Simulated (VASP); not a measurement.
# Ni (P6_3/mmc) in VASP: further runs, part 2 of 2

VASP 6.6.1. The steps go on from the part before.

### Step 3. Single point, PBE, collinear spin, ferromagnetic start

Input file INCAR:

```
SYSTEM = Ni
PREC     = Accurate       ! precision mode
ENCUT    = 520            ! plane-wave cutoff, eV
EDIFF    = 1E-7           ! SCF threshold, eV
ISMEAR   = 0              ! smearing method
SIGMA    = 0.05           ! smearing width, eV
LREAL    = .FALSE.        ! projectors in reciprocal space
LASPH    = .TRUE.         ! aspherical terms in the spheres
NELM     = 150            ! most SCF steps
ALGO     = Normal         ! electronic algorithm
ISIF     = 2              ! what is computed and relaxed
LWAVE    = .FALSE.        ! write WAVECAR
LCHARG   = .FALSE.        ! write CHGCAR
ISPIN    = 2              ! spin polarisation
MAGMOM   = 0.75 0.75      ! initial moments
LORBIT   = 11             ! projections on sites
LMAXMIX  = 4              ! l up to which the mixer works
GGA      = PE             ! functional
NBANDS   = 21             ! bands
```

Input file KPOINTS:

```
regular mesh
0
G
  20 20 10
  0 0 0
```

Input file POSCAR:

```
Ni
1.0
    2.4835117988      0.0000000000      0.0000000000
   -1.2417558994      2.1507843084      0.0000000000
    0.0000000000      0.0000000000      4.0896851390
Ni
2
Direct
    0.3333333333      0.6666666667      0.7500000000
    0.6666666667      0.3333333333      0.2500000000
```

Potentials or basis: VASP PAW PBE potentials, release 64 (Ni).

Command:

```bash
$ cat potpaw_PBE.64/Ni/POTCAR > POTCAR
$ mpirun -np 1 vasp_std > vasp.out
```

OUTCAR:

```text
SYSTEM = Ni
   PREC = Accurate
   ENCUT = 520
   EDIFF = 1E-7
   ISMEAR = 0
   LREAL = .FALSE.
   LASPH = .TRUE.
   NELM = 150
   ISIF = 2
   ISPIN = 2
   LORBIT = 11
   GGA = PE

 ion  position               nearest neighbor table
   1  0.333  0.667  0.750-   2 2.50   2 2.50   2 2.50   2 2.50   2 2.50   2 2.50
   2  0.667  0.333  0.250-   1 2.50   1 2.50   1 2.50   1 2.50   1 2.50   1 2.50

  LATTYP: Found a hexagonal cell.
 ALAT       =     2.4835117988
 C/A-ratio  =     1.6467347330

  Lattice vectors:

 A1 = (   2.4835117988,   0.0000000000,   0.0000000000)
 A2 = (  -1.2417558994,   2.1507843084,   0.0000000000)
 A3 = (   0.0000000000,   0.0000000000,   4.0896851390)

Analysis of symmetry for initial positions (statically):
=====================================================================
 Subroutine PRICEL returns:
 Original cell was already a primitive cell.

 Routine SETGRP: Setting up the symmetry group for a
 hexagonal supercell.

 Subroutine GETGRP returns: Found 24 space group operations
 (whereof 12 operations were pure point group operations)
 out of a pool of 24 trial point group operations.

The static configuration has the point symmetry D_3d.
 The point group associated with its full space group is D_6h.

Analysis of symmetry for dynamics (positions and initial velocities):
=====================================================================
 Subroutine PRICEL returns:
 Original cell was already a primitive cell.

 Routine SETGRP: Setting up the symmetry group for a
 hexagonal supercell.

 Subroutine GETGRP returns: Found 24 space group operations
 (whereof 12 operations were pure point group operations)
 out of a pool of 24 trial point group operations.

The dynamic configuration has the point symmetry D_3d.
 The point group associated with its full space group is D_6h.

Analysis of structural, dynamic, and magnetic symmetry:
=====================================================================
 Subroutine PRICEL returns:
 Original cell was already a primitive cell.

 Routine SETGRP: Setting up the symmetry group for a
 hexagonal supercell.
[... 150 lines left out ...]
  free energy    TOTEN  =       -10.89063149 eV

  energy without entropy =      -10.88495484  energy(sigma->0) =      -10.88779317

 E-fermi :   9.3462     XC(G=0): -13.2313

 val. band max:        9.3452561333   @ k =   0.0500   0.0000   0.0000
 cond. band min:       9.3463722435   @ k =   0.2500   0.2500   0.0000
 fundamental gap:      0.0011161101
 Fermi energy:         9.3461968574

 spin component 1

 k-point     1 :       0.0000    0.0000    0.0000
  band No.  band energies     occupation
      1       0.3366      1.00000
      2       4.5151      1.00000
      3       6.8944      1.00000
      4       7.0055      1.00000
      5       7.0055      1.00000
      6       7.2652      1.00000
[... 565 lines left out ...]
     20      34.3709      0.00000
     21      38.7088      0.00000

 [... further k-points ...]

 spin component 2

 k-point     1 :       0.0000    0.0000    0.0000
  band No.  band energies     occupation
      1       0.3049      1.00000
      2       4.9126      1.00000
      3       7.5995      1.00000
      4       7.6819      1.00000
      5       7.6819      1.00000
      6       7.9602      1.00000
[... 565 lines left out ...]
     20      34.4717      0.00000
     21      38.6596      0.00000

 [... further k-points ...]

------------------------ aborting loop because EDIFF is reached ----------------------------------------

  FORCE on cell =-STRESS in cart. coord.  units (eV):
  Direction    XX          YY          ZZ          XY          YZ          ZX
  --------------------------------------------------------------------------------------
  -------------------------------------------------------------------------------------
  Total       -0.0186118     -0.0186118     -0.0205839      0.0000000     -0.0000000      0.0000000
  in kB       -1.3650406     -1.3650406     -1.5096808      0.0000000     -0.0000000      0.0000000
  external PRESSURE =      -1.4132540 kB  Pullay stress =       0.0000000 kB

 VOLUME and BASIS-vectors are now :
 -----------------------------------------------------------------------------
  energy-cutoff  :      520.00
  volume of cell :       21.85
      direct lattice vectors                 reciprocal lattice vectors
     2.483511799  0.000000000  0.000000000     0.402655627  0.232473335  0.000000000
    -1.241755899  2.150784308  0.000000000     0.000000000  0.464946669  0.000000000
     0.000000000  0.000000000  4.089685139     0.000000000  0.000000000  0.244517601

 POSITION                                       TOTAL-FORCE (eV/Angst)
 -----------------------------------------------------------------------------------
     -0.00000      1.43386      3.06726        -0.000000      0.000000      0.000000
      1.24176      0.71693      1.02242         0.000000     -0.000000     -0.000000
 -----------------------------------------------------------------------------------
    total drift:                               -0.000000     -0.000000     -0.000000

  FREE ENERGIE OF THE ION-ELECTRON SYSTEM (eV)
  ---------------------------------------------------
  free  energy   TOTEN  =       -10.8906314920 eV

  energy  without entropy=      -10.8849548399  energy(sigma->0) =      -10.88779317

 total charge

# of ion       s       p       d       tot
------------------------------------------
    1        0.495   0.493   8.315   9.304
    2        0.495   0.493   8.315   9.304
--------------------------------------------------
tot          0.990   0.987  16.630  18.607

 magnetization (x)

# of ion       s       p       d       tot
------------------------------------------
    1       -0.005  -0.025   0.676   0.647
    2       -0.005  -0.025   0.676   0.647
--------------------------------------------------
tot         -0.009  -0.049   1.352   1.293
```

stdout:

```text
POSCAR found type information on POSCAR Ni
 POSCAR found :  1 types and       2 ions
 scaLAPACK will be used
 LDA part: xc-table for (Slater+PW92), standard interpolation
 POSCAR, INCAR and KPOINTS ok, starting setup
 FFT: planning ... GRIDC
 FFT: planning ... GRID_SOFT
 FFT: planning ... GRID
 WAVECAR not read
 entering main loop
```

Wall time 2.9 min (1 thread of AMD EPYC 7R13 (Zen 3), shared host); peak memory 0.23 GiB.

Results:

```
Free energy                                           : -10.8906 eV
Pressure                                              : -0.1 GPa
Net moment                                            : 1.27 μB per cell
Site moments                                          : Ni +0.65 μB
Valence electrons inside the program's atomic spheres : Ni 9.30
```
